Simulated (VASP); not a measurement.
# LiMg6: relaxation of cell and atoms with PBE

LiMg6:

```xyz
7
Lattice="7.0678 0.0000 0.0000 0.0000 7.0678 0.0000 0.0000 0.0000 7.0678" Properties=species:S:1:pos:R:3 pbc="T T T"
Li    0.0000    0.0000    0.0000
Mg    3.5339    3.5339    1.3860
Mg    3.5339    3.5339    5.6818
Mg    1.3860    3.5339    3.5339
Mg    5.6818    3.5339    3.5339
Mg    3.5339    1.3860    3.5339
Mg    3.5339    5.6818    3.5339
```

```
Program                : VASP 6.6.1
Task                   : relaxation of cell and atoms
Functional             : PBE
Potentials or basis    : VASP PAW PBE potentials, release 64 (Li_sv, Mg)
Cutoff                 : 600 eV
k mesh                 : 6 × 6 × 6
Occupations            : gaussian, width 0.1 eV
Spin                   : no spin polarisation
Dipole correction      : no
Further INCAR settings : ALGO = Normal; EDIFF = 1e-06; IBRION = 2; EDIFFG = -0.01; NSW = 100; ISIF = 3
```

The relaxed volume is 51.68 Å³/atom. The relaxed cell is a = 7.125 Å, b = 7.125 Å, c = 7.125 Å, α = 90.00°, β = 90.00°, γ = 90.00° and the space group after relaxing (to 0.05 Å) is Pm-3m (No. 221). The energy gained by relaxing is 1.7 meV/atom. The ionic steps are 4, the pressure after relaxing is 0.0 GPa and the largest force after relaxing is 0.004 eV/Å.

Forces on the atoms (eV/Å):
```
Li   0.000  0.000  0.000
Mg   0.000  0.000 -0.004
Mg   0.000  0.000  0.004
Mg  -0.004  0.000  0.000
Mg   0.004  0.000  0.000
Mg   0.000 -0.004  0.000
Mg   0.000  0.004  0.000
```

The path:
| step | energy change (eV) | largest force (eV/Å) | pressure (GPa) | volume (Å³) |
| --- | --- | --- | --- | --- |
| 1 | 0.0000 | 0.1432 | 0.22 | 353.07 |
| 2 | -0.0083 | 0.0728 | 0.13 | 356.59 |
| 3 | -0.0121 | 0.0126 | 0.02 | 361.24 |
| 4 | -0.0122 | 0.0042 | 0.01 | 361.77 |

Final structure:
```cif
data_structure
_symmetry_space_group_name_H-M 'P 1'
_symmetry_Int_Tables_number 1
_cell_length_a 7.1254
_cell_length_b 7.1254
_cell_length_c 7.1254
_cell_angle_alpha 90.000
_cell_angle_beta 90.000
_cell_angle_gamma 90.000
_cell_volume 361.77
loop_
_atom_site_label
_atom_site_type_symbol
_atom_site_fract_x
_atom_site_fract_y
_atom_site_fract_z
_atom_site_occupancy
Li1 Li 0.00000 0.00000 0.00000 1
Mg1 Mg 0.50000 0.50000 0.19826 1
Mg2 Mg 0.50000 0.50000 0.80174 1
Mg3 Mg 0.19826 0.50000 0.50000 1
Mg4 Mg 0.80174 0.50000 0.50000 1
Mg5 Mg 0.50000 0.19826 0.50000 1
Mg6 Mg 0.50000 0.80174 0.50000 1
```

Levels at points of the mesh, in eV from the Fermi level:
| k point | band 6 | band 7 | band 8 | band 9 | band 10 | band 11 |
| --- | --- | --- | --- | --- | --- | --- |
| (0.00, 0.00, 0.00) | -1.66 | -1.66 | -1.12 | 1.13 | 1.46 | 1.46 |
| (0.50, 0.00, 0.00) | -1.59 | -1.13 | 0.38 | 0.40 | 0.40 | 1.18 |
| (0.50, 0.50, 0.00) | -1.28 | -0.74 | 0.58 | 0.58 | 1.03 | 1.03 |
| (0.50, 0.50, 0.50) | -0.41 | -0.41 | -0.41 | 0.43 | 1.32 | 1.32 |

Run time: 4.1 min on 1 thread of Intel(R) Xeon(R) Platinum 8259CL CPU @ 2.50GHz (Skylake/Cascade Lake) (shared host), peak memory 0.51 GiB.

Caveat: the cutoff is under 1.25 times the usual one of these potentials, so pressure, stress and relaxed cells hold a basis-set (Pulay) error.
